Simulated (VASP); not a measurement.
# Ni (Fm-3m) in VASP: single point with PBE

Aim: the single point of Ni with PBE.

All numbers are computed with VASP 6.6.1; they aren't measurements. Logs are shortened: lines on timing, memory, paths and dates and some standing lists are left out, and cuts for length are marked.

### 1 The cell of the first run

It takes space group Fm-3m (No. 225, cubic). The conventional cell has a = 3.536 Å, b = 3.536 Å, c = 3.536 Å, α = 90.00°, β = 90.00°, γ = 90.00°. Within 3.3 Å of Ni (site symmetry m-3m) lie 12 Ni at 2.50 Å.

### 2 Single point, PBE, collinear spin, ferromagnetic start

Input file INCAR:

```
ALGO = Normal ; EDIFF = 1E-7
ENCUT = 520 ; GGA = PE
ISIF = 2 ; ISMEAR = 0
ISPIN = 2 ; ISYM = 0
LASPH = True ; LCHARG = False
LMAXMIX = 4 ; LORBIT = 11
LREAL = False ; LWAVE = False
MAGMOM = 2 2 ; NBANDS = 21
NELM = 150 ; PREC = Accurate
SIGMA = 0.1
```

Input file KPOINTS:

```
k-points
0
Gamma
  13 8 11
```

Input file POSCAR:

```
Ni
1.0
    0.0000000000     -1.7677500000     -1.7677500000
   -3.5355000000     -1.7677500000     -1.7677500000
    0.0000000000      1.7677500000     -1.7677500000
Ni
2
Direct
    0.0000000000      0.0000000000      0.0000000000
    0.0000000000      0.5000000000      0.5000000000
```

Potentials or basis: VASP PAW PBE potentials, release 64 (Ni).

Started as:

```console
cat potpaw_PBE.64/Ni/POTCAR > POTCAR
mpirun -np 1 vasp_std > vasp.out
```

OUTCAR:

```text
EDIFF = 1E-7
   ENCUT = 520
   GGA = PE
   ISIF = 2
   ISMEAR = 0
   ISPIN = 2
   ISYM = 0
   LASPH = True
   LORBIT = 11
   LREAL = False
   NELM = 150
   PREC = Accurate

 ion  position               nearest neighbor table
   1  0.000  0.000  0.000-   2 2.50   2 2.50   2 2.50   2 2.50   2 2.50   2 2.50   2 2.50   2 2.50

   2  0.000  0.500  0.500-   1 2.50   1 2.50   1 2.50   1 2.50   1 2.50   1 2.50   1 2.50   1 2.50

IMPORTANT INFORMATION: All symmetrisations will be switched off!
NOSYMM: (Re-)initialisation of all symmetry stuff for point group C_1.

----------------------------------------------------------------------------------------

                                     Primitive cell

  volume of cell :      22.0965

  direct lattice vectors                    reciprocal lattice vectors
     0.000000000 -1.767750000 -1.767750000     0.282845425 -0.282845425 -0.282845425
    -3.535500000 -1.767750000 -1.767750000    -0.282845425  0.000000000  0.000000000
     0.000000000  1.767750000 -1.767750000     0.000000000  0.282845425 -0.282845425

  length of vectors
     2.499976025  4.330085493  2.499976025     0.489902647  0.282845425  0.400003836

  position of ions in fractional coordinates (direct lattice)
     0.000000000  0.000000000  0.000000000
     0.000000000  0.500000000  0.500000000

  ion indices of the primitive-cell ions
   primitive index   ion index
                 1           1
                 2           2

----------------------------------------------------------------------------------------

 KPOINTS: k-points

Automatic generation of k-mesh.
 Grid dimensions read from file:
 generate k-points for:   13    8   11

 Generating k-lattice:

  Cartesian coordinates                     Fractional coordinates (reciprocal lattice)
     0.021757340 -0.021757340 -0.021757340     0.076923077  0.000000000  0.000000000
    -0.035355678  0.000000000  0.000000000     0.000000000  0.125000000  0.000000000
     0.000000000  0.025713220 -0.025713220     0.000000000  0.000000000  0.090909091

  Length of vectors
     0.037684819  0.035355678  0.036363985

  Shift w.r.t. Gamma in fractional coordinates (k-lattice)
     0.000000000  0.000000000  0.000000000

 -----------------------------------------------------------------------------
|                                                                             |
|           W    W    AA    RRRRR   N    N  II  N    N   GGGG   !!!           |
|           W    W   A  A   R    R  NN   N  II  NN   N  G    G  !!!           |
|           W    W  A    A  R    R  N N  N  II  N N  N  G       !!!           |
|           W WW W  AAAAAA  RRRRR   N  N N  II  N  N N  G  GGG   !            |
|           WW  WW  A    A  R   R   N   NN  II  N   NN  G    G                |
|           W    W  A    A  R    R  N    N  II  N    N   GGGG   !!!           |
|                                                                             |
|     Your reciprocal lattice and k-lattice belong to different lattice       |
|     classes:                                                                |
|                                                                             |
|        The reciprocal lattice is simple tetragonal,                         |
|        whereas your k-lattice is simple monoclinic.                         |
|                                                                             |
|     Results are often still useful ...                                      |
|                                                                             |
 -----------------------------------------------------------------------------

 WARNING: IBZKPT: internal override: KBLOWUP is changed to .FALSE.
      ... skipping the blow-up phase ...

 Subroutine IBZKPT returns following result:
 ===========================================

 Found    573 irreducible k-points:

 Following reciprocal coordinates:
            Coordinates               Weight
  0.000000  0.000000  0.000000      1.000000
  0.076923  0.000000  0.000000      2.000000
  0.153846  0.000000  0.000000      2.000000
  0.230769  0.000000  0.000000      2.000000
  0.307692  0.000000  0.000000      2.000000
  0.384615  0.000000  0.000000      2.000000
[... 16 lines left out ...]
  0.153846  0.250000  0.000000      2.000000
  0.230769  0.250000  0.000000      2.000000
 [... further k-points ...]
   k-points           NKPTS =    573   k-points in BZ     NKDIM =    573   number of bands    NBANDS=     21
   number of dos      NEDOS =    301   number of ions     NIONS =      2
   total plane-waves  NPLWV =  12800
   dimension x,y,z NGX =    20 NGY =   32 NGZ =   20
   dimension x,y,z NGXF=    40 NGYF=   64 NGZF=   40
   ions per type =               2
   NGX,Y,Z   is equivalent  to a cutoff of  13.30, 12.29, 13.30 a.u.
   NGXF,Y,Z  is equivalent  to a cutoff of  26.60, 24.57, 26.60 a.u.
 SYSTEM =  unknown system
   PREC   = accura    normal or accurate (medium, high low for compatibility)
   ISTART =      0    job   : 0-new  1-cont  2-samecut
   ICHARG =      2    charge: 1-file 2-atom 10-const
   ISPIN  =      2    spin polarized calculation?
   LNONCOLLINEAR =      F non collinear calculations
   LSORBIT =      F    spin-orbit coupling
   LASPH  =      T    aspherical Exc in radial PAW
   ENCUT  =  520.0 eV  38.22 Ry    6.18 a.u.   4.65  8.05  4.65*2*pi/ulx,y,z
   NELM   =    150;   NELMIN=  2; NELMDL= -5     # of ELM steps
   EDIFF  = 0.1E-06   stopping-criterion for ELM
   LREAL  =      F    real-space projection
   EDIFFG = 0.1E-05   stopping-criterion for IOM
   NSW    =      0    number of steps for IOM
   IBRION =     -1    ionic relax: 0-MD 1-quasi-New 2-CG
   NFREE  =      0    steps in history (QN), initial steepest desc. (CG)
   ISIF   =      2    stress and relaxation
   ISYM   =      0    0-nonsym 1-usesym 2-fastsym
   POTIM  = 0.5000    time-step for ionic-motion
   TEBEG  =    0.0;   TEEND  =   0.0 temperature during run
   PSTRESS=    0.0 pullay stress
   NELECT =      20.0000    total number of electrons
   NUPDOWN=      -1.0000    fix difference up-down
   EMIN   =  10.00;   EMAX   =-10.00  energy-range for DOS
   EFERMI =   0.00;   METHOD = LEGACY
   ISMEAR =     0;   SIGMA  =   0.10  broadening in eV -4-tet -1-fermi 0-gaus
   EFERMI_NEDOS =   21; number of points for ismear=-14 and -15
   IALGO  =     38    algorithm
   IMIX   =      4    mixing-type and parameters
     AMIX     =   0.40;   BMIX     =  1.00
     AMIX_MAG =   1.60;   BMIX_MAG =  1.00
  volume/ion in A,a.u.               =      11.05        74.56
  Fermi-wavevector in a.u.,A,eV,Ry     =   1.583595  2.992560 34.120303  2.507772
  Thomas-Fermi vector in A             =   2.683341
   LORBIT       =     11    0 simple, 1 ext, 2 COOP (PROOUT), +10 PAW based schemes
   GGA     = PE    functional components
   LHFCALC =     F    Hartree Fock is set to
   AEXX    =    0.0000 exact exchange contribution
   IVDW    =     0    specifies the selected vdW correction
   LEPSILON=     F    determine dielectric tensor
   LRPA    =     F    only Hartree local field effects (RPA)
 spin polarized calculation
 Gauss-broadening in eV      SIGMA  =   0.10
  energy-cutoff  :      520.00
  volume of cell :       22.10
 maximum number of plane-waves:       613
   NGX =  9   NGY = 17   NGZ =  9

 number of electron      19.9999987 magnetization       1.2463693

 Free energy of the ion-electron system (eV)
  ---------------------------------------------------
  ext. energy  EPLUGINS =         0.00000000
  ---------------------------------------------------
  free energy    TOTEN  =       -10.94747761 eV

  energy without entropy =      -10.93027423  energy(sigma->0) =      -10.93887592

 E-fermi :   9.1608     XC(G=0): -13.1654

 val. band max:        9.1603869233   @ k =   0.4615   0.5000   0.2727
 cond. band min:       9.1610893823   @ k =  -0.2308   0.5000   0.1818
 fundamental gap:      0.0007024590
 Fermi energy:         9.1607585985

 spin component 1

 k-point     1 :       0.0000    0.0000    0.0000
  band No.  band energies     occupation
      1       0.2573      1.00000
      2       4.6054      1.00000
      3       5.0444      1.00000
      4       6.7623      1.00000
      5       6.7626      1.00000
      6       6.7654      1.00000
[... 13 lines left out ...]
     20      36.4949      0.00000
     21      36.4955      0.00000

 k-point     2 :       0.0769    0.0000    0.0000
  band No.  band energies     occupation
      1       0.4857      1.00000
      2       4.6898      1.00000
      3       5.1170      1.00000
      4       6.7055      1.00000
      5       6.8119      1.00000
      6       6.8149      1.00000
[... 520 lines left out ...]
 k-point    24 :       0.2308    0.2500    0.0000
  band No.  band energies     occupation
      1       1.5862      1.00000
      2       5.1943      1.00000
      3       5.4562      1.00000
      4       6.4456      1.00000
      5       6.9926      1.00000
      6       7.0274      1.00000
[... 13 lines left out ...]
     20      37.8925      0.00000
     21      38.1685      0.00000

 [... further k-points ...]

 spin component 2

 k-point     1 :       0.0000    0.0000    0.0000
  band No.  band energies     occupation
      1       0.2207      1.00000
      2       4.9464      1.00000
      3       5.6594      1.00000
      4       7.5140      1.00000
      5       7.5168      1.00000
      6       7.5171      1.00000
[... 13 lines left out ...]
     20      36.4766      0.00000
     21      36.4769      0.00000

 k-point     2 :       0.0769    0.0000    0.0000
  band No.  band energies     occupation
      1       0.4494      1.00000
      2       5.0279      1.00000
      3       5.7321      1.00000
      4       7.4523      1.00000
      5       7.5650      1.00000
      6       7.5680      1.00000
[... 520 lines left out ...]
 k-point    24 :       0.2308    0.2500    0.0000
  band No.  band energies     occupation
      1       1.5550      1.00000
      2       5.5933      1.00000
      3       6.0181      1.00000
      4       7.1578      1.00000
      5       7.7060      1.00000
      6       7.7954      1.00000
[... 13 lines left out ...]
     20      37.8576      0.00000
     21      38.1337      0.00000

 [... further k-points ...]

------------------------ aborting loop because EDIFF is reached ----------------------------------------

  FORCE on cell =-STRESS in cart. coord.  units (eV):
  Direction    XX          YY          ZZ          XY          YZ          ZX
  --------------------------------------------------------------------------------------
  -------------------------------------------------------------------------------------
  Total       -0.3777853     -0.4049108     -0.4049149     -0.0032479      0.0009043     -0.0032476
  in kB      -27.3925894    -29.3594170    -29.3597153     -0.2355019      0.0655670     -0.2354798
  external PRESSURE =     -28.7039072 kB  Pullay stress =       0.0000000 kB

 VOLUME and BASIS-vectors are now :
 -----------------------------------------------------------------------------
  energy-cutoff  :      520.00
  volume of cell :       22.10
      direct lattice vectors                 reciprocal lattice vectors
     0.000000000 -1.767750000 -1.767750000     0.282845425 -0.282845425 -0.282845425
    -3.535500000 -1.767750000 -1.767750000    -0.282845425  0.000000000  0.000000000
     0.000000000  1.767750000 -1.767750000     0.000000000  0.282845425 -0.282845425

 POSITION                                       TOTAL-FORCE (eV/Angst)
 -----------------------------------------------------------------------------------
      0.00000      0.00000      0.00000         0.000000      0.000000      0.000000
     -1.76775      0.00000     -1.76775        -0.000000     -0.000000     -0.000000
 -----------------------------------------------------------------------------------
    total drift:                                0.000000      0.000000     -0.000000

  FREE ENERGIE OF THE ION-ELECTRON SYSTEM (eV)
  ---------------------------------------------------
  free  energy   TOTEN  =       -10.9474776109 eV

  energy  without entropy=      -10.9302742305  energy(sigma->0) =      -10.93887592

 total charge

# of ion       s       p       d       tot
------------------------------------------
    1        0.491   0.485   8.307   9.283
    2        0.491   0.485   8.307   9.283
--------------------------------------------------
tot          0.982   0.969  16.615  18.566

 magnetization (x)

# of ion       s       p       d       tot
------------------------------------------
    1       -0.007  -0.025   0.668   0.636
    2       -0.007  -0.025   0.668   0.636
--------------------------------------------------
tot         -0.013  -0.049   1.335   1.273
```

Run time: 12 min. Hardware: 1 thread of Intel Xeon 8259CL, shared host; peak memory 0.44 GiB.

What came out:

```
Free energy                                           : -10.9475 eV
Pressure                                              : -2.9 GPa
Net moment                                            : 1.25 μB per cell
Site moments                                          : Ni +0.64 μB
Valence electrons inside the program's atomic spheres : Ni 9.28
```

Stress tensor (GPa, compression positive):
```
-2.74 -0.02 -0.02
-0.02 -2.94  0.01
-0.02  0.01 -2.94
```
